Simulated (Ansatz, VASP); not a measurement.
**Two plane-wave programs on Co**

The input INCAR:

```
SYSTEM = Co
PREC     = Accurate       ! precision mode
ENCUT    = 520            ! plane-wave cutoff, eV
EDIFF    = 1E-6           ! SCF threshold, eV
ISMEAR   = -1             ! smearing method
SIGMA    = 0.05           ! smearing width, eV
LREAL    = .False.        ! projectors in reciprocal space
LASPH    = .True.         ! aspherical terms in the spheres
NELM     = 150            ! most SCF steps
ALGO     = Normal         ! electronic algorithm
ISIF     = 2              ! what is computed and relaxed
LWAVE    = .False.        ! write WAVECAR
LCHARG   = .False.        ! write CHGCAR
ISPIN    = 2              ! spin polarisation
MAGMOM   = 3.5 3.5 3.5 3.5 3.5 3.5 ! initial moments
LORBIT   = 11             ! projections on sites
LMAXMIX  = 4              ! l up to which the mixer works
LDIPOL   = .True.       
IDIPOL   = 3            
DIPOL    = 0.5 0.5 0.500
GGA      = PE             ! functional
NBANDS   = 40             ! bands
```

Contents of KPOINTS:

```
regular mesh
0
Gamma
  12 12 1
  0 0 0
```

File POSCAR:

```
Co
1.0
    2.5395032940      0.0000000000      0.0000000000
   -1.2697516470      2.1992743656      0.0000000000
    0.0000000000      0.0000000000     25.3674787838
Co
6
Direct
    0.6666666667      0.3333333333      0.2956541351
    0.3333333333      0.6666666667      0.3773924811
    0.0000000000      0.0000000000      0.4591308270
    0.6666666667      0.3333333333      0.5408691730
    0.3333333333      0.6666666667      0.6226075189
    0.0000000000      0.0000000000      0.7043458649
```

The input input.yaml:

```yaml
crystal:
  lattice:
    - [2.539503294, 0.0, 0.0]
    - [-1.269751647, 2.1992743656, 0.0]
    - [0.0, 0.0, 25.3674787838]
  atoms:
    - { symbol: Co, position: [0.6666666667, 0.3333333333, 0.2956541351], spin: 3.5 }
    - { symbol: Co, position: [0.3333333333, 0.6666666667, 0.3773924811], spin: 3.5 }
    - { symbol: Co, position: [0.0, 0.0, 0.459130827], spin: 3.5 }
    - { symbol: Co, position: [0.6666666667, 0.3333333333, 0.540869173], spin: 3.5 }
    - { symbol: Co, position: [0.3333333333, 0.6666666667, 0.6226075189], spin: 3.5 }
    - { symbol: Co, position: [0.0, 0.0, 0.7043458649], spin: 3.5 }
hamiltonian:
  xc: pbe
  pseudopotentials: { kind: paw }
magnetization:
  spin_polarized: true
kpoints:
  mp_grid: { grid: [12, 12, 1] }
scf:
  occupations: { method: fermi_dirac, width: 0.05 }
output:
  forces: true
  eigenvalues: true
efield:
  axis: 3
  dipole_correction: true
  ramp_width: 0.04
```

Alike in both runs: task single point; functional PBE; k mesh 12 × 12 × 1; occupations fermi-dirac, width 0.05 eV; collinear spin.

```csv
,VASP,Ansatz
version,VASP 6.6.1,Ansatz 0.2.0
potentials or method,"VASP PAW PBE potentials, release 64 (Co)",Ansatz PAW
plane-wave cutoff (eV),520,420
valence electrons in the cell,54,102
```

|  | VASP | Ansatz | Ansatz less VASP |
| --- | --- | --- | --- |
| gap on the k mesh at the Fermi level (eV) | none | none | - |
| rms of the force components (eV/Å) | 0.280 | 0.275 | -0.0048 |
| net moment per atom (μB) | 1.72 | 1.74 | +0.021 |
| size of the moment on the site where the two differ most (μB) | 1.72 | 1.79 | +0.065 |

Site moments also hang on the region over which each program counts them. Atom by atom the forces differ by 0.006 eV/Å (rms over components). A gap of «none» marks a metal or a gap that the smearing closes. VASP's potentials hold 54 valence electrons a cell and Ansatz's 102, so a difference there can come from the potentials and not from the codes.
